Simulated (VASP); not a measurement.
HfC: single point with PBE+D4

The system is HfC.

```
Hf C
1.0
     0.00000    2.31411    2.31411
     2.31411    0.00000    2.31411
     2.31411    2.31411    0.00000
Hf C
1 1
Direct
  0.50000 0.50000 0.50000
  0.00000 0.00000 0.00000
```

```json
{"Program": "VASP 6.6.1", "Task": "single point", "Functional": "PBE", "Dispersion": "D4", "Potentials or basis": "VASP PAW PBE potentials, release 64 (Hf_pv, C)", "Cutoff": "520 eV", "k mesh": "8 × 8 × 8", "Occupations": "gaussian, width 0.05 eV", "Spin": "no spin polarisation", "Dipole correction": "no", "Further INCAR settings": "ALGO = Normal; EDIFF = 1e-06; NBANDS = 14"}
```

The pressure is -0.6 GPa and the band gap on the k mesh is zero (band 7 reaches 7.07 eV, above the bottom of band 8 at 5.64 eV). The dispersion energy per atom is -0.254 eV.

Levels at points of the mesh, in eV from the Fermi level:
```
           k point  band 4  band 5  band 6  band 7  band 8  band 9  band 10  band 11
(0.00, 0.00, 0.00)  -12.32    1.07    1.07    1.07    1.46    1.46     1.46     3.49
(0.50, 0.00, 0.00)   -8.49   -6.14   -2.97   -2.97    5.46    5.46     5.93     6.68
(0.50, 0.50, 0.00)  -10.41   -2.51   -1.76   -0.02   -0.02    5.45     6.91     6.91
```

Wall time 7.3 s on 1 thread of Intel Xeon 6975P-C, on a shared host, peak memory 0.14 GiB.

Caveat: spin-orbit coupling is left out, which moves the levels of the heavy elements; pairwise dispersion overbinds metals, which lowers pressure and volume.
